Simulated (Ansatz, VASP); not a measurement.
## Two plane-wave programs on Pd

Contents of INCAR:

```
SYSTEM = Pd
PREC = Accurate
ENCUT = 520
EDIFF = 1E-7
ISMEAR = -1
SIGMA = 0.1
LREAL = .False.
LASPH = .True.
NELM = 80
ALGO = Normal
ISIF = 2
LWAVE = .False.
LCHARG = .True.
GGA = CA
LELF = .True.
LVHAR = .True.
NBANDS = 11
```

File KPOINTS:

```
regular mesh
0
Gamma
  14 14 14
  0 0 0
```

File POSCAR:

```
Pd
1.0
    2.5728666626      0.0000000000      0.0000000000
    0.0000000000      2.5728666626      0.0000000000
    0.0000000000      0.0000000000      2.5728666626
Pd
1
Direct
    0.0000000000      0.0000000000      0.0000000000
```

Input for Ansatz:

```yaml
crystal:
  lattice:
    - [2.5728666626, 0.0, 0.0]
    - [0.0, 2.5728666626, 0.0]
    - [0.0, 0.0, 2.5728666626]
  atoms:
    - { symbol: Pd, position: [0.0, 0.0, 0.0] }
hamiltonian:
  xc: lda
  pseudopotentials:
    kind: paw
    azcp:
      Pd: "pseudopotentials/Pd.paw.azcp"
basis:
  ecutwfc: 420
  fft_grid_basis: typed
kpoints:
  mp_grid: { grid: [14, 14, 14], shift: [0, 0, 0] }
magnetization:
  spin_polarized: false
scf:
  occupations: { method: fermi_dirac, width: 0.1 }
  lower_state_search: "off"
output:
  stress: true
  write_density: true
  write_potential: true
  elf: true
  volumetric_format: npy
```

Alike in both runs: task single point; functional LDA; k mesh 14 × 14 × 14; occupations fermi-dirac, width 0.1 eV; no spin polarisation.

```csv
,VASP,Ansatz
version,VASP 6.6.1,Ansatz 0.2.0
potentials or method,"VASP PAW LDA potentials, release 64 (Pd), cutoff 520 eV","plane waves (420 eV) with PAW, scalar-relativistic"
valence electrons in the cell,10,18
```

```csv
,VASP,Ansatz,Ansatz less VASP
pressure (GPa),-5.7,-5.7,-0.06
```

Ansatz warns that its potentials were made for another functional, while VASP's fit it. LDA's correlation is that of Perdew and Zunger in VASP and of Perdew and Wang (1992) in Ansatz. VASP's potentials hold 10 valence electrons a cell and Ansatz's 18, so a difference there can come from the potentials and not from the codes.
